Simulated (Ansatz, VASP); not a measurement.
One calculation of Se, two programs

```xyz
1
Lattice="-1.7969 1.7969 1.7969 1.7969 -1.7969 1.7969 1.7969 1.7969 -1.7969" Properties=species:S:1:pos:R:3 pbc="T T T"
Se    0.0000    0.0000    0.0000
```

Alike in both runs: task single point; functional revPBE; k mesh 14 × 14 × 14; occupations fermi-dirac, width 0.1 eV; no spin polarisation.

```csv
,VASP,Ansatz
version,VASP 6.6.1,Ansatz 0.2.0
potentials or method,"VASP PAW PBE potentials, release 64 (Se), cutoff 520 eV","plane waves (420 eV) with PAW, scalar-relativistic"
valence electrons in the cell,6,16
```

|  | VASP | Ansatz | Ansatz less VASP |
| --- | --- | --- | --- |
| pressure (GPa) | -5.6 | -5.6 | +0.05 |

VASP's potentials were made for PBE, not for revPBE. The functional is the same, so the differences come from potentials, cutoffs and numerics. VASP's potentials hold 6 valence electrons a cell and Ansatz's 16, so a difference there can come from the potentials and not from the codes.
